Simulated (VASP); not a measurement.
Crystal: AlCu.

```
Al Cu
1.0
     2.99751    0.00000    0.00000
     0.00000    2.99751    0.00000
     0.00000    0.00000    2.99751
Al Cu
1 1
Direct
  0.00000 0.00000 0.00000
  0.50000 0.50000 0.50000
```

* Program: VASP 6.6.1
* Task: relaxation of cell and atoms
* Functional: PBEsol
* Potentials or basis: VASP PAW PBE potentials, release 64 (Al, Cu)
* Cutoff: 600 eV
* k mesh: 7 × 7 × 7
* Occupations: gaussian, width 0.1 eV
* Spin: no spin polarisation

At the start: pressure -3.9 GPa; volume 13.47 Å³/atom.

How do energy, volume and symmetry change on relaxing?

Over 3 steps the energy falls by 5.7 meV/atom and the volume is 13.01 Å³/atom (-3.4 %); space group Pm-3m (No. 221, to 0.05 Å).

Step by step:
| step | energy change (eV) | largest force (eV/Å) | pressure (GPa) | volume (Å³) |
| --- | --- | --- | --- | --- |
| 1 | 0.0000 | 0.0000 | -3.93 | 26.93 |
| 2 | -0.0094 | 0.0000 | 1.81 | 25.67 |
| 3 | -0.0115 | 0.0000 | 0.00 | 26.03 |

Final structure:
```xyz
2
Lattice="2.9636 0.0000 0.0000 0.0000 2.9636 0.0000 0.0000 0.0000 2.9636" Properties=species:S:1:pos:R:3 pbc="T T T"
Al    0.0000    0.0000    0.0000
Cu    1.4818    1.4818    1.4818
```

Caveat: the PAW data sets were made with another functional, which shifts forces and pressure a little.
